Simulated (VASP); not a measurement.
Pd:

```
Pd
1.0
     0.00000    2.70823    2.70823
     2.70823    0.00000    2.70823
     2.70823    2.70823    0.00000
Pd
2
Direct
  0.12500 0.12500 0.12500
  0.87500 0.87500 0.87500
```

This isn't the form of Pd at room conditions, which is fcc.

```yaml
Program: VASP 6.6.1
Task: relaxation of cell and atoms
Functional: PBEsol
Potentials_or_basis: VASP PAW PBE potentials, release 64 (Pd)
Cutoff: 600 eV
k_mesh: 10 × 10 × 10
Occupations: fermi-dirac, width 0.05 eV
Spin: collinear spin
Starting_moments: "[0.5, -0.5] μB"
```

At the start: pressure 17.0 GPa; volume 19.86 Å³/atom.

Problem. Where does the relaxation end?

Solution. Over 18 steps the energy falls by 136.3 meV/atom and the volume is 22.83 Å³/atom (+14.9 %); space group Fd-3m (No. 227, to 0.1 Å) before and after; moment 0.00 μB per cell.

Step by step:
| step | energy change (eV) | largest force (eV/Å) | pressure (GPa) | volume (Å³) |
| --- | --- | --- | --- | --- |
| 1 | 0.0000 | 0.0000 | 17.00 | 39.73 |
| 2 | -0.0447 | 0.0000 | -8.35 | 53.12 |
| 3 | -0.2724 | 0.0000 | -0.30 | 45.83 |
| 4 | -0.2726 | 0.0000 | -0.08 | 45.70 |
| 5 | -0.2725 | 0.0000 | 0.15 | 45.58 |
| 6 | -0.2725 | 0.0000 | 0.14 | 45.58 |
| 7 | -0.2725 | 0.0000 | 0.14 | 45.58 |
| 8 | -0.2725 | 0.0000 | 0.14 | 45.58 |
| 9 | -0.2725 | 0.0000 | 0.14 | 45.58 |
| 10 | -0.2725 | 0.0000 | 0.14 | 45.58 |
| 11 | -0.2725 | 0.0000 | 0.14 | 45.58 |
| 12 | -0.2725 | 0.0000 | 0.13 | 45.58 |
| 13 | -0.2725 | 0.0000 | 0.13 | 45.58 |
| 14 | -0.2725 | 0.0000 | 0.11 | 45.59 |
| 15 | -0.2725 | 0.0000 | 0.12 | 45.59 |
| 16 | -0.2725 | 0.0000 | 0.10 | 45.60 |
| 17 | -0.2726 | 0.0000 | 0.08 | 45.62 |
| 18 | -0.2726 | 0.0000 | 0.00 | 45.65 |

Final structure:
```xyz
2
Lattice="0.0000 2.8367 2.8367 2.8367 0.0000 2.8367 2.8367 2.8367 0.0000" Properties=species:S:1:pos:R:3 pbc="T T T"
Pd    0.7092    0.7092    0.7092
Pd    4.9643    4.9643    4.9643
```

Caveat: the PAW data sets were made with another functional, which shifts forces and pressure a little.
